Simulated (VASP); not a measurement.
# SnSe (I4/mmm) in VASP: notebook, part 2 of 2

VASP 6.6.1. Earlier steps stand in the parts before.

### Step 3. Single point, LDA (equal xx and yy strain of +3 %)

Contents of INCAR:

```
  PREC = Accurate
  ENCUT = 520
  EDIFF = 1E-7
  ISMEAR = -1
  SIGMA = 0.02
  LREAL = False
  LASPH = True
  NELM = 60
  ALGO = Normal
  ISIF = 2
  LWAVE = False
  LCHARG = False
  NBANDS = 17
```

Contents of KPOINTS:

```
regular mesh
0
Gamma
  9 9 9
```

Contents of POSCAR:

```
SnSe
1.0
    0.0000000000      3.1003000000      3.0100000000
    3.1003000000      0.0000000000      3.0100000000
    3.1003000000      3.1003000000      0.0000000000
Sn Se
1 1
Direct
    0.0000000000      0.0000000000      0.0000000000
    0.5000000000      0.5000000000      0.5000000000
```

Potentials or basis: VASP PAW LDA potentials, release 64 (Sn_d, Se).

Run with:

```sh
$ cat potpaw_LDA.64/Sn_d/POTCAR potpaw_LDA.64/Se/POTCAR > POTCAR
$ mpirun -np 1 vasp_std > vasp.out
```

OUTCAR:

```text
PREC = Accurate
   ENCUT = 520
   EDIFF = 1E-7
   ISMEAR = -1
   LREAL = False
   LASPH = True
   NELM = 60
   ISIF = 2

 ion  position               nearest neighbor table
   1  0.000  0.000  0.000-   2 3.01   2 3.01   2 3.10   2 3.10   2 3.10   2 3.10
   2  0.500  0.500  0.500-   1 3.01   1 3.01   1 3.10   1 3.10   1 3.10   1 3.10

  LATTYP: Found a body centered tetragonal cell.
 ALAT       =     4.3844863074
 C/A-ratio  =     1.3730228761

  Lattice vectors:

 A1 = (   0.0000000000,  -3.1003000000,  -3.0100000000)
 A2 = (   0.0000000000,   3.1003000000,  -3.0100000000)
 A3 = (   3.1003000000,   0.0000000000,   3.0100000000)

Analysis of symmetry for initial positions (statically):
=====================================================================
 Subroutine PRICEL returns:
 Original cell was already a primitive cell.

 Routine SETGRP: Setting up the symmetry group for a
 body centered tetragonal supercell.

 Subroutine GETGRP returns: Found 16 space group operations
 (whereof 16 operations were pure point group operations)
[... 160 lines left out ...]

  energy without entropy =       -9.36924351  energy(sigma->0) =       -9.36924351

 E-fermi :   4.9376     XC(G=0):  -9.6211

 val. band max:        4.6361649800   @ k =  -0.3333   0.0000   0.1111
 cond. band min:       5.2299904434   @ k =  -0.3333   0.1111   0.0000
 fundamental gap:      0.5938254634
 Fermi energy:         4.9375662436

 k-point     1 :       0.0000    0.0000    0.0000
  band No.  band energies     occupation
      1     -16.7392      2.00000
      2     -16.7391      2.00000
      3     -16.7293      2.00000
      4     -16.7293      2.00000
      5     -16.7257      2.00000
      6      -8.7075      2.00000
[... 457 lines left out ...]
      4     -16.7149      2.00000
      5     -16.7149      2.00000
      6      -7.6444      2.00000
[... 9 lines left out ...]
     16      15.7824      0.00000
     17      16.8661      0.00000

 [... further k-points ...]

------------------------ aborting loop because EDIFF is reached ----------------------------------------

  FORCE on cell =-STRESS in cart. coord.  units (eV):
  Direction    XX          YY          ZZ          XY          YZ          ZX
  --------------------------------------------------------------------------------------
  -------------------------------------------------------------------------------------
  Total       -2.2779824     -2.2779824     -1.3361963      0.0000000      0.0000000      0.0000000
  in kB      -63.0749637    -63.0749637    -36.9978874      0.0000000      0.0000000      0.0000000
  external PRESSURE =     -54.3826049 kB  Pullay stress =       0.0000000 kB

 VOLUME and BASIS-vectors are now :
 -----------------------------------------------------------------------------
  energy-cutoff  :      520.00
  volume of cell :       57.86
      direct lattice vectors                 reciprocal lattice vectors
     0.000000000  3.100300000  3.010000000    -0.161274715  0.161274715  0.166112957
     3.100300000  0.000000000  3.010000000     0.161274715 -0.161274715  0.166112957
     3.100300000  3.100300000  0.000000000     0.161274715  0.161274715 -0.166112957

 POSITION                                       TOTAL-FORCE (eV/Angst)
 -----------------------------------------------------------------------------------
      0.00000      0.00000      0.00000         0.000000      0.000000      0.000000
      3.10030      3.10030      3.01000         0.000000      0.000000     -0.000000
 -----------------------------------------------------------------------------------
    total drift:                                0.000000     -0.000000     -0.000000

  FREE ENERGIE OF THE ION-ELECTRON SYSTEM (eV)
  ---------------------------------------------------
  free  energy   TOTEN  =        -9.3692435190 eV

  energy  without entropy=       -9.3692435105  energy(sigma->0) =       -9.36924351
```

stdout:

```text
POSCAR found type information on POSCAR SnSe
 POSCAR found :  2 types and       2 ions
 scaLAPACK will be used
 LDA part: xc-table for (Slater(with rela. corr.)+CA(PZ))
 , standard interpolation
 POSCAR, INCAR and KPOINTS ok, starting setup
 FFT: planning ... GRIDC
 FFT: planning ... GRID_SOFT
 FFT: planning ... GRID
 WAVECAR not read
 entering main loop
```

It took 22 s on 1 thread of Intel Xeon 6975P-C (Granite Rapids), shared host; peak memory 0.2 GiB.

Results:

```
Free energy            : -9.3692 eV
Pressure               : -5.4 GPa
Band gap on the k mesh : 0.59 eV, indirect (least direct gap 0.63 eV)
```

Levels at points of the mesh, in eV from the valence-band top:
| k point | band 6 | band 7 | band 8 | band 9 | band 10 | band 11 | band 12 | band 13 | band 14 | band 15 |
| --- | --- | --- | --- | --- | --- | --- | --- | --- | --- | --- |
| (0.00, 0.00, 0.00) | -13.34 | -5.21 | -2.05 | -1.76 | -1.76 | 3.93 | 3.93 | 4.60 | 6.00 | 6.00 |

Caveat: the cell differs from its parent crystal (equal xx and yy strain of +3 %); spin-orbit coupling is left out, which moves the levels of the heavy elements.
